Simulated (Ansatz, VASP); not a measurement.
# Two plane-wave programs on Yb

INCAR

```
PREC = Accurate
ENCUT = 520
EDIFF = 1E-6
ISMEAR = -5
SIGMA = 0.05
LREAL = F
LASPH = T
NELM = 150
ALGO = Normal
ISIF = 2
LWAVE = F
LCHARG = F
ISPIN = 2
MAGMOM = 0.66
LORBIT = 11
LMAXMIX = 6
LDAU = T
LDAUTYPE = 2
LDAUL = 3
LDAUU = 6
LDAUJ = 0
LDAUPRINT = 1
GGA = PS
NBANDS = 22
```

The input KPOINTS:

```
regular mesh
0
Gamma
  9 9 9
```

The input POSCAR:

```
Yb
1.0
   -2.1514830000      2.1514830000      2.1514830000
    2.1514830000     -2.1514830000      2.1514830000
    2.1514830000      2.1514830000     -2.1514830000
Yb
1
Direct
    0.0000000000      0.0000000000      0.0000000000
```

Contents of input.yaml:

```yaml
crystal:
  lattice:
    - [-2.151483, 2.151483, 2.151483]
    - [2.151483, -2.151483, 2.151483]
    - [2.151483, 2.151483, -2.151483]
  atoms:
    - { symbol: Yb, position: [0.0, 0.0, 0.0], spin: 0.66 }
hamiltonian:
  xc: pbesol
  pseudopotentials: { kind: paw, level: accurate }
  hubbard:
    sites: [{ species: Yb, l: f, u_eff: 6.0 }]
    projectors: all-electron-ortho-atomic
magnetization:
  spin_polarized: true
kpoints:
  mp_grid: { grid: [9, 9, 9] }
  band_path:
    path:
      - [[0.0, 0.0, 0.0], [0.5, -0.5, 0.5], [0.0, 0.0, 0.5], [0.0, 0.0, 0.0], [0.25, 0.25, 0.25], [0.5, -0.5, 0.5]]
      - [[0.25, 0.25, 0.25], [0.0, 0.0, 0.5]]
    npoints: 14
scf:
  occupations: { method: tetrahedron }
  n_extra_bands: 6
output:
  forces: true
  stress: true
  fatbands: true
```

Alike in both runs: functional PBEsol; k mesh 9 × 9 × 9; occupations tetrahedron; collinear spin; Hubbard terms Yb f U = 6.0 eV.

|  | VASP | Ansatz |
| --- | --- | --- |
| version | VASP 6.6.1 | Ansatz 0.2.0 |
| potentials or method | VASP PAW PBE potentials, release 64 (Yb) | Ansatz PAW earlier set |
| plane-wave cutoff (eV) | 520 | 900 |
| valence electrons in the cell | 24 | 24 |
| task | single point | band structure |

|  | VASP | Ansatz | Ansatz less VASP |
| --- | --- | --- | --- |
| gap on the k mesh at the Fermi level (eV) | none | none | - |
| pressure (GPa) | -0.8 | -1.2 | -0.39 |
| net moment per atom (μB) | 0.00 | 0.00 | 0.000 |

VASP's potentials were made for PBE, not for PBEsol. The programs project onto different local orbitals, so the same U acts differently, and such runs can settle in different states. A gap of «none» marks a metal or a gap that the smearing closes.

Neither program's run includes spin-orbit coupling. Noted on Ansatz's run: the magnetic or orbital state may not be the lowest.
